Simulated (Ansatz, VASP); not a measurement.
**MgO in VASP and in Ansatz**

```
Mg O
1.0
     0.00000    2.18967    2.18967
     2.18967    0.00000    2.18967
     2.18967    2.18967    0.00000
Mg O
1 1
Direct
  0.00000 0.00000 0.00000
  0.50000 0.50000 0.50000
```

Alike in both runs: task single point; functional PBE; k mesh 8 × 8 × 8; no spin polarisation.

|  | VASP | Ansatz |
| --- | --- | --- |
| version | VASP 6.6.1 | Ansatz 0.2.0 |
| potentials or method | VASP PAW PBE potentials, release 64 (Mg_sv, O), cutoff 840 eV | plane waves, PAW |
| occupations | gaussian, width 0.01 eV | fixed |
| valence electrons in the cell | 16 | 16 |

|  | VASP | Ansatz | Ansatz less VASP |
| --- | --- | --- | --- |
| pressure (GPa) | -11.0 | -10.9 | +0.09 |
